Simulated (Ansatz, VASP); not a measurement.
WC in VASP and in Ansatz

```
W C
1.0
     0.00000    2.15973    2.15973
     2.15973    0.00000    2.15973
     2.15973    2.15973    0.00000
W C
1 1
Direct
  0.00000 0.00000 0.00000
  0.50000 0.50000 0.50000
```

Alike in both runs: functional PBEsol; dispersion D3(BJ); k mesh 11 × 11 × 11; no spin polarisation.

Ansatz relaxed the structure, and its values are those at the end. VASP's run is a single point on that final structure, the one shown.

```csv
,VASP,Ansatz
version,VASP 6.6.1,Ansatz 0.2.0
potentials or method,"VASP PAW PBE potentials, release 64 (W_sv, C), cutoff 520 eV","plane waves, PAW"
occupations,"methfessel-paxton of order 1, width 0.2 eV","cold, width 0.2 eV"
valence electrons in the cell,18,18
```

```tsv
	VASP	Ansatz	Ansatz less VASP
pressure (GPa)	1.2	0.0	-1.22
```

VASP's potentials were made for PBE, not for PBEsol.

Spin-orbit coupling is off throughout.
